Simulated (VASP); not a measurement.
Set up this calculation in VASP 6.6.1, as the native input.

* Task: single point
* Functional: r2SCAN
* Potentials or basis: VASP PAW PBE potentials, release 64 (Rb_sv, Br)
* Cutoff: 520 eV
* k mesh: 8 × 8 × 8
* Occupations: fermi-dirac, width 0.02 eV
* Spin: no spin polarisation
* Dipole correction: no
* Further INCAR settings: ALGO = Normal; EDIFF = 1e-07; NBANDS = 15

The system is RbBr.

```
CELL_PARAMETERS angstrom
0.00000 3.46190 3.46190
3.46190 0.00000 3.46190
3.46190 3.46190 0.00000
ATOMIC_POSITIONS crystal
Rb 0.00000 0.00000 0.00000
Br 0.50000 0.50000 0.50000
```

The input as run:

POSCAR

```
RbBr
1.0
    0.0000000000      3.4619018098      3.4619018098
    3.4619018098      0.0000000000      3.4619018098
    3.4619018098      3.4619018098      0.0000000000
Rb Br
1 1
Direct
    0.0000000000      0.0000000000      0.0000000000
    0.5000000000      0.5000000000      0.5000000000
```

INCAR.step1

```
SYSTEM = RbBr
ALGO     = Normal         ! electronic algorithm
EDIFF    = 1E-4           ! SCF threshold, eV
ENCUT    = 520            ! plane-wave cutoff, eV
GGA      = PE             ! functional
ISMEAR   = -1             ! smearing method
LASPH    = .TRUE.         ! aspherical terms in the spheres
LCHARG   = .FALSE.        ! write CHGCAR
LREAL    = .FALSE.        ! projectors in reciprocal space
LWAVE    = .TRUE.         ! write WAVECAR
NBANDS   = 15             ! bands
NELM     = 80             ! most SCF steps
PREC     = Accurate       ! precision mode
SIGMA    = 0.02           ! smearing width, eV
```

INCAR.step2

```
SYSTEM = RbBr
ALGO     = Normal         ! electronic algorithm
EDIFF    = 1E-7           ! SCF threshold, eV
ENCUT    = 520            ! plane-wave cutoff, eV
ISIF     = 2              ! what is computed and relaxed
ISMEAR   = -1             ! smearing method
ISTART   = 1            
LASPH    = .TRUE.         ! aspherical terms in the spheres
LCHARG   = .FALSE.        ! write CHGCAR
LMIXTAU  = .TRUE.       
LREAL    = .FALSE.        ! projectors in reciprocal space
LWAVE    = .FALSE.        ! write WAVECAR
METAGGA  = R2SCAN         ! meta-GGA
NBANDS   = 15             ! bands
NELM     = 80             ! most SCF steps
PREC     = Accurate       ! precision mode
SIGMA    = 0.02           ! smearing width, eV
```

KPOINTS

```
k-points
0
G
  8 8 8
  0 0 0
```

Potentials or basis: VASP PAW PBE potentials, release 64 (Rb_sv, Br).

Command:

```bash
$ cat potpaw_PBE.64/Rb_sv/POTCAR potpaw_PBE.64/Br/POTCAR > POTCAR
$ cp INCAR.step1 INCAR
$ mpirun -np 1 vasp_std > vasp.out
$ cp INCAR.step2 INCAR
$ mpirun -np 1 vasp_std > vasp.out
```

It gave:

The pressure is 0.0 GPa and the band gap on the k mesh is 4.89 eV, direct.

Caveat: the PAW data sets were made with another functional, which shifts forces and pressure a little.

It took 2.8 min on 1 thread of Intel Xeon 6975P-C (shared host), peak memory 0.23 GiB.
